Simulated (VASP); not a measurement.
# K (Im-3m) in VASP: further runs

K is run at these levels: PBEsol; tasks: single point, relaxation of cell and atoms.

Program: VASP 6.6.1. These are calculated values, not measurements. Logs are shortened: lines on timing, memory, paths and dates and some standing lists are left out, and cuts for length are marked.

**1. The cell of the first run**

It takes space group Im-3m (No. 229, cubic). The conventional cell has a = 4.103 Å, b = 4.103 Å, c = 4.103 Å, α = 90.00°, β = 90.00°, γ = 90.00°. Within 4.7 Å of K (site symmetry m-3m) lie 14 K at 3.55 to 4.10 Å.

**2. Single point, PBEsol**

File INCAR:

```
SYSTEM = K
PREC     = Accurate       ! precision mode
ENCUT    = 520            ! plane-wave cutoff, eV
EDIFF    = 1E-7           ! SCF threshold, eV
ISMEAR   = -1             ! smearing method
SIGMA    = 0.05           ! smearing width, eV
LREAL    = .False.        ! projectors in reciprocal space
LASPH    = .True.         ! aspherical terms in the spheres
NELM     = 80             ! most SCF steps
ALGO     = Normal         ! electronic algorithm
ISIF     = 2              ! what is computed and relaxed
LWAVE    = .False.        ! write WAVECAR
LCHARG   = .True.         ! write CHGCAR
GGA      = PS             ! functional
LELF     = .True.         ! ELF
LVHAR    = .True.       
NBANDS   = 10             ! bands
```

File KPOINTS:

```
regular mesh
0
Gamma
  7 7 7
  0 0 0
```

File POSCAR:

```
K
1.0
   -2.0514896067      2.0514896067      2.0514896067
    2.0514896067     -2.0514896067      2.0514896067
    2.0514896067      2.0514896067     -2.0514896067
K
1
Direct
    0.0000000000      0.0000000000      0.0000000000
```

Potentials or basis: VASP PAW PBE potentials, release 64 (K_sv).

Started as:

```bash
cat potpaw_PBE.64/K_sv/POTCAR > POTCAR
mpirun -np 1 vasp_std > vasp.out
```

OUTCAR:

```text
SYSTEM = K
   PREC = Accurate
   ENCUT = 520
   EDIFF = 1E-7
   ISMEAR = -1
   LREAL = .False.
   LASPH = .True.
   NELM = 80
   ISIF = 2
   GGA = PS

 ion  position               nearest neighbor table
   1  0.000  0.000  0.000-

  LATTYP: Found a body centered cubic cell.
 ALAT       =     4.1029792134

  Lattice vectors:

 A1 = (  -2.0514896067,   2.0514896067,   2.0514896067)
 A2 = (   2.0514896067,  -2.0514896067,   2.0514896067)
 A3 = (   2.0514896067,   2.0514896067,  -2.0514896067)

Analysis of symmetry for initial positions (statically):
=====================================================================
 Subroutine PRICEL returns:
 Original cell was already a primitive cell.

 Routine SETGRP: Setting up the symmetry group for a
 body centered cubic supercell.

 Subroutine GETGRP returns: Found 48 space group operations
 (whereof 48 operations were pure point group operations)
 out of a pool of 48 trial point group operations.

The static configuration has the point symmetry O_h .

Analysis of symmetry for dynamics (positions and initial velocities):
=====================================================================
 Subroutine PRICEL returns:
 Original cell was already a primitive cell.

 Routine SETGRP: Setting up the symmetry group for a
 body centered cubic supercell.

 Subroutine GETGRP returns: Found 48 space group operations
 (whereof 48 operations were pure point group operations)
 out of a pool of 48 trial point group operations.

The dynamic configuration has the point symmetry O_h .

 Subroutine INISYM returns: Found 48 space group operations
 (whereof 48 operations are pure point group operations),
 and found     1 'primitive' translations

----------------------------------------------------------------------------------------

                                     Primitive cell

  volume of cell :      34.5357

  direct lattice vectors                    reciprocal lattice vectors
    -2.051489607  2.051489607  2.051489607     0.000000000  0.243725339  0.243725339
     2.051489607 -2.051489607  2.051489607     0.243725339  0.000000000  0.243725339
     2.051489607  2.051489607 -2.051489607     0.243725339  0.243725339  0.000000000

  length of vectors
     3.553284230  3.553284230  3.553284230     0.344679680  0.344679680  0.344679680

  position of ions in fractional coordinates (direct lattice)
     0.000000000  0.000000000  0.000000000

  ion indices of the primitive-cell ions
   primitive index   ion index
                 1           1

----------------------------------------------------------------------------------------

 KPOINTS: regular mesh

Automatic generation of k-mesh.
 Grid dimensions read from file:
 generate k-points for:    7    7    7

 Generating k-lattice:

  Cartesian coordinates                     Fractional coordinates (reciprocal lattice)
     0.000000000  0.034817906  0.034817906     0.142857143  0.000000000  0.000000000
     0.034817906  0.000000000  0.034817906     0.000000000  0.142857143  0.000000000
     0.034817906  0.034817906  0.000000000     0.000000000  0.000000000  0.142857143

  Length of vectors
     0.049239954  0.049239954  0.049239954

  Shift w.r.t. Gamma in fractional coordinates (k-lattice)
     0.000000000  0.000000000  0.000000000

 Subroutine IBZKPT returns following result:
 ===========================================

 Found     20 irreducible k-points:

 Following reciprocal coordinates:
            Coordinates               Weight
  0.000000  0.000000  0.000000      1.000000
  0.142857  0.000000  0.000000     12.000000
  0.285714  0.000000  0.000000     12.000000
  0.428571  0.000000  0.000000     12.000000
  0.142857  0.142857  0.000000     24.000000
  0.285714  0.142857  0.000000     48.000000
[... 12 lines left out ...]
 -0.428571 -0.428571  0.285714      8.000000
 -0.428571  0.428571  0.428571      6.000000
   k-points           NKPTS =     20   k-points in BZ     NKDIM =     20   number of bands    NBANDS=     10
   number of dos      NEDOS =    301   number of ions     NIONS =      1
   total plane-waves  NPLWV =  21952
   dimension x,y,z NGX =    28 NGY =   28 NGZ =   28
   dimension x,y,z NGXF=    56 NGYF=   56 NGZF=   56
   ions per type =               1
   NGX,Y,Z   is equivalent  to a cutoff of  13.10, 13.10, 13.10 a.u.
   NGXF,Y,Z  is equivalent  to a cutoff of  26.20, 26.20, 26.20 a.u.
 SYSTEM =  K
   PREC   = accura    normal or accurate (medium, high low for compatibility)
   ISTART =      0    job   : 0-new  1-cont  2-samecut
   ICHARG =      2    charge: 1-file 2-atom 10-const
   ISPIN  =      1    spin polarized calculation?
   LNONCOLLINEAR =      F non collinear calculations
   LSORBIT =      F    spin-orbit coupling
   LASPH  =      T    aspherical Exc in radial PAW
   ENCUT  =  520.0 eV  38.22 Ry    6.18 a.u.   6.61  6.61  6.61*2*pi/ulx,y,z
   NELM   =     80;   NELMIN=  2; NELMDL= -5     # of ELM steps
   EDIFF  = 0.1E-06   stopping-criterion for ELM
   LREAL  =      F    real-space projection
   EDIFFG = 0.1E-05   stopping-criterion for IOM
   NSW    =      0    number of steps for IOM
   IBRION =     -1    ionic relax: 0-MD 1-quasi-New 2-CG
   NFREE  =      0    steps in history (QN), initial steepest desc. (CG)
   ISIF   =      2    stress and relaxation
   ISYM   =      2    0-nonsym 1-usesym 2-fastsym
   POTIM  = 0.5000    time-step for ionic-motion
   TEBEG  =    0.0;   TEEND  =   0.0 temperature during run
   PSTRESS=    0.0 pullay stress
   NELECT =       9.0000    total number of electrons
   NUPDOWN=      -1.0000    fix difference up-down
   EMIN   =  10.00;   EMAX   =-10.00  energy-range for DOS
   EFERMI =   0.00;   METHOD = LEGACY
   ISMEAR =    -1;   SIGMA  =   0.05  broadening in eV -4-tet -1-fermi 0-gaus
   EFERMI_NEDOS =   21; number of points for ismear=-14 and -15
   IALGO  =     38    algorithm
   IMIX   =      4    mixing-type and parameters
     AMIX     =   0.40;   BMIX     =  1.00
     AMIX_MAG =   1.60;   BMIX_MAG =  1.00
  volume/ion in A,a.u.               =      34.54       233.06
  Fermi-wavevector in a.u.,A,eV,Ry     =   1.045682  1.976053 14.877305  1.093451
  Thomas-Fermi vector in A             =   2.180488
   LORBIT       =      0    0 simple, 1 ext, 2 COOP (PROOUT), +10 PAW based schemes
   GGA     = PS    functional components
   LHFCALC =     F    Hartree Fock is set to
   AEXX    =    0.0000 exact exchange contribution
   IVDW    =     0    specifies the selected vdW correction
   LEPSILON=     F    determine dielectric tensor
   LRPA    =     F    only Hartree local field effects (RPA)
 non-spin polarized calculation
  energy-cutoff  :      520.00
  volume of cell :       34.54
 maximum number of plane-waves:       959
   NGX = 13   NGY = 13   NGZ = 13

 number of electron       9.0000001 magnetization

 Free energy of the ion-electron system (eV)
  ---------------------------------------------------
  ext. energy  EPLUGINS =         0.00000000
  ---------------------------------------------------
  free energy    TOTEN  =        -0.49399612 eV

  energy without entropy =       -0.48558170  energy(sigma->0) =       -0.48978891

 E-fermi :   2.3619     XC(G=0):  -8.0008

 val. band max:        2.3463670388   @ k =  -0.2857   0.4286   0.1429
 cond. band min:       2.4333093031   @ k =  -0.4286   0.4286   0.1429
 fundamental gap:      0.0869422642
 Fermi energy:         2.3618549077

 k-point     1 :       0.0000    0.0000    0.0000
  band No.  band energies     occupation
      1     -29.7381      2.00000
      2     -12.9543      2.00000
      3     -12.9543      2.00000
      4     -12.9543      2.00000
      5      -1.0025      2.00000
      6       6.9865      0.00000
      7       6.9865      0.00000
      8       6.9865      0.00000
      9       8.6049      0.00000
     10       8.6049      0.00000

 k-point     2 :       0.1429    0.0000    0.0000
  band No.  band energies     occupation
      1     -29.7179      2.00000
      2     -13.1047      2.00000
      3     -12.9954      2.00000
      4     -12.9564      2.00000
      5      -0.5020      2.00000
      6       6.4806      0.00000
      7       6.5323      0.00000
      8       7.4611      0.00000
      9       8.1998      0.00000
     10       8.5694      0.00000

 k-point     3 :       0.2857    0.0000    0.0000
  band No.  band energies     occupation
      1     -29.6720      2.00000
      2     -13.4216      2.00000
      3     -13.0860      2.00000
      4     -12.9612      2.00000
      5       0.7583      2.00000
      6       5.1040      0.00000
      7       5.7576      0.00000
      8       8.4769      0.00000
      9       8.7287      0.00000
     10       8.8031      0.00000

 k-point     4 :       0.4286    0.0000    0.0000
  band No.  band energies     occupation
      1     -29.6347      2.00000
      2     -13.6582      2.00000
      3     -13.1571      2.00000
      4     -12.9651      2.00000
      5       2.0555      1.99564
      6       4.1481      0.00000
      7       5.2727      0.00000
      8       8.6850      0.00000
      9       9.2756      0.00000
     10      10.6400      0.00000
[... 170 lines left out ...]
 k-point    18 :      -0.4286    0.4286    0.2857
  band No.  band energies     occupation
      1     -29.5891      2.00000
      2     -13.5128      2.00000
      3     -13.3185      2.00000
      4     -13.2601      2.00000
      5       2.9607      0.00001
      6       3.5725      0.00000
      7       6.7200      0.00000
      8       6.8411      0.00000
      9       8.8115      0.00000
     10      10.2412      0.00000

 k-point    19 :      -0.4286   -0.4286    0.2857
  band No.  band energies     occupation
      1     -29.5757      2.00000
      2     -13.4533      2.00000
      3     -13.4533      2.00000
      4     -13.2716      2.00000
      5       3.2438      0.00000
      6       3.2438      0.00000
      7       6.2747      0.00000
      8       8.4141      0.00000
      9       8.4141      0.00000
     10      11.2837      0.00000

 k-point    20 :      -0.4286    0.4286    0.4286
  band No.  band energies     occupation
      1     -29.5636      2.00000
      2     -13.4374      2.00000
      3     -13.4049      2.00000
      4     -13.4049      2.00000
      5       2.9814      0.00001
      6       3.1001      0.00000
      7       8.1087      0.00000
      8       8.1087      0.00000
      9       8.3472      0.00000
     10      10.3221      0.00000

------------------------ aborting loop because EDIFF is reached ----------------------------------------

  FORCE on cell =-STRESS in cart. coord.  units (eV):
  Direction    XX          YY          ZZ          XY          YZ          ZX
  --------------------------------------------------------------------------------------
  -------------------------------------------------------------------------------------
  Total        2.1542920      2.1542920      2.1542920     -0.0000000      0.0000000      0.0000000
  in kB       99.9418063     99.9418063     99.9418063     -0.0000000      0.0000000      0.0000000
  external PRESSURE =      99.9418063 kB  Pullay stress =       0.0000000 kB

 VOLUME and BASIS-vectors are now :
 -----------------------------------------------------------------------------
  energy-cutoff  :      520.00
  volume of cell :       34.54
      direct lattice vectors                 reciprocal lattice vectors
    -2.051489607  2.051489607  2.051489607     0.000000000  0.243725339  0.243725339
     2.051489607 -2.051489607  2.051489607     0.243725339  0.000000000  0.243725339
     2.051489607  2.051489607 -2.051489607     0.243725339  0.243725339  0.000000000

 POSITION                                       TOTAL-FORCE (eV/Angst)
 -----------------------------------------------------------------------------------
      0.00000      0.00000      0.00000         0.000000      0.000000      0.000000
 -----------------------------------------------------------------------------------
    total drift:                                0.000000      0.000000      0.000000

  FREE ENERGIE OF THE ION-ELECTRON SYSTEM (eV)
  ---------------------------------------------------
  free  energy   TOTEN  =        -0.4939961235 eV

  energy  without entropy=       -0.4855817035  energy(sigma->0) =       -0.48978891
```

It used 11 s of CPU time on 1 thread of AMD EPYC 7R13 Processor (Zen 3), on a shared host.

What came out:

```yaml
Free_energy: -0.4940 eV
Pressure: 10.0 GPa
```

Levels at points of the mesh, in eV from the Fermi level:
```
           k point  band 3  band 4  band 5  band 6  band 7  band 8
(0.00, 0.00, 0.00)  -15.32  -15.32   -3.36    4.62    4.62    4.62
```

Caveat: the PAW data sets were made with another functional, which shifts forces and pressure a little.

**3. Single point, PBEsol**

This run uses another cell than the first one, of 42.26 Å³/atom, 1.224 times its volume.

File INCAR:

```
SYSTEM = K
ALGO = Normal
EDIFF = 1E-6
ENCUT = 520
GGA = PS
ISIF = 2
ISMEAR = -1
LASPH = .True.
LCHARG = .False.
LREAL = .False.
LWAVE = .False.
NBANDS = 10
NELM = 80
PREC = Accurate
SIGMA = 0.05
```

File KPOINTS:

```
k-points
0
Gamma
  7 7 7
  0 0 0
```

File POSCAR:

```
K
1.0
   -2.1943516729      2.1943516729      2.1943516729
    2.1943516729     -2.1943516729      2.1943516729
    2.1943516729      2.1943516729     -2.1943516729
K
1
Direct
    0.0000000000      0.0000000000      0.0000000000
```

Potentials or basis: VASP PAW PBE potentials, release 64 (K_sv).

Started as:

```bash
cat potpaw_PBE.64/K_sv/POTCAR > POTCAR
mpirun -np 1 vasp_std > vasp.out
```

It used 12 s of CPU time on 1 thread of AMD EPYC 7R13 Processor (Zen 3), with other jobs on the host.

The run converged. Its results:

| Item | Value |
| --- | --- |
| Free energy | -0.8421 eV |
| Pressure | 5.0 GPa |

Levels at points of the mesh, in eV from the Fermi level:
```
           k point  band 3  band 4  band 5  band 6  band 7  band 8
(0.00, 0.00, 0.00)  -15.27  -15.27   -3.03    4.65    4.65    4.65
```

Caveat: the PAW data sets were made with another functional, which shifts forces and pressure a little.

(Part 1 of 2 ends here.)
